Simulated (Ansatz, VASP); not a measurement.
**TaSi2: VASP beside Ansatz**

```
Ta Si
1.0
     4.64184    0.00000    0.00000
    -2.32092    4.01995    0.00000
     0.00000    0.00000    6.39189
Ta Si
3 6
Cartesian
  2.3209 0.0000 3.1959
  1.1605 2.0100 5.3266
  -1.1605 2.0100 1.0653
  0.0000 1.2805 3.1959
  3.5329 0.6402 5.3266
  1.2120 3.3797 1.0653
  2.3209 2.7395 3.1959
  -1.2120 3.3797 5.3266
  1.1089 0.6402 1.0653
```

Change from the starting cell: strain -0.025 along x and y, -0.025 along z, atoms carried along.

Alike in both runs: task single point; functional PBEsol; k mesh 12 × 12 × 6; occupations gaussian, width 0.15 eV; no spin polarisation.

|  | VASP | Ansatz |
| --- | --- | --- |
| version | VASP 6.6.1 | Ansatz 0.2.0 |
| potentials or method | VASP PAW PBE potentials, release 64 (Ta_pv, Si), cutoff 520 eV | scalar-relativistic, plane waves, PAW |
| valence electrons in the cell | 57 | 63 |

|  | VASP | Ansatz | Ansatz less VASP |
| --- | --- | --- | --- |
| gap on the k mesh at the Fermi level (eV) | none | none | - |
| pressure (GPa) | 18.2 | 17.7 | -0.49 |
| traceless stress, the component that is largest in VASP (GPa) | 2.28 | 2.20 | -0.074 |
| rms of the force components (eV/Å) | 0.004 | 0.006 | +0.0017 |

VASP's potentials were made for PBE, not for PBEsol. Atom by atom the forces differ by 0.002 eV/Å (rms over components). A gap of «none» marks a metal or a gap that the smearing closes. VASP's potentials hold 57 valence electrons a cell and Ansatz's 63, so a difference there can come from the potentials and not from the codes.

Spin-orbit coupling is off throughout.
